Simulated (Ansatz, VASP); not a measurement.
# One calculation of V, two programs

The input INCAR:

```
SYSTEM = V
PREC = Accurate
ENCUT = 500
EDIFF = 1E-6
ISMEAR = -1
SIGMA = 0.17
LREAL = .FALSE.
LASPH = .TRUE.
NELM = 200
ALGO = Normal
ISIF = 2
LWAVE = .FALSE.
LCHARG = .FALSE.
ISPIN = 2
MAGMOM = 0.51
LORBIT = 11
LMAXMIX = 4
GGA = PE
NBANDS = 16
GGA_COMPAT = .FALSE.
```

Contents of KPOINTS:

```
Automatic mesh
0
G
  2 2 2
  0 0 0
```

Contents of POSCAR:

```
V
1.0
   -1.5897356902      1.5897356902      1.5897356902
    1.5897356902     -1.5897356902      1.5897356902
    1.5897356902      1.5897356902     -1.5897356902
V
1
Direct
    0.0000000000      0.0000000000      0.0000000000
```

Input for Ansatz:

```yaml
crystal:
  lattice:
    - [-1.5897356902, 1.5897356902, 1.5897356902]
    - [1.5897356902, -1.5897356902, 1.5897356902]
    - [1.5897356902, 1.5897356902, -1.5897356902]
  atoms:
    - { symbol: V, position: [0.0, 0.0, 0.0], spin: 0.51 }
basis:
  ecutwfc: "23 Ha"
kpoints:
  mp_grid: { grid: [2, 2, 2] }
hamiltonian:
  xc: pbe
scf:
  occupations: { method: fermi_dirac, width: 0.17 }
  lower_state_search: "off"
  mixing: { beta: 0.046 }
  max_iter: 53
output:
  forces: true
  stress: true
  eigenvalues: false
  populations: true
magnetization:
  spin_polarized: true
accuracy: low
```

Alike in both runs: task single point; functional PBE; k mesh 2 × 2 × 2; occupations fermi-dirac, width 0.17 eV; collinear spin.

```csv
,VASP,Ansatz
version,VASP 6.6.1,Ansatz 0.2.0
potentials or method,"VASP PAW PBE potentials, release 64 (V_sv), cutoff 500 eV","scalar-relativistic, plane waves, PAW"
valence electrons in the cell,13,13
```

```tsv
	VASP	Ansatz	Ansatz less VASP
net moment per atom (μB)	0.63	0.63	+0.005
size of the moment on the site where the two differ most (μB)	0.18	0.21	+0.030
```

Site moments also hang on the region over which each program counts them.

The k mesh is coarse, so the values compare programs but aren't converged.
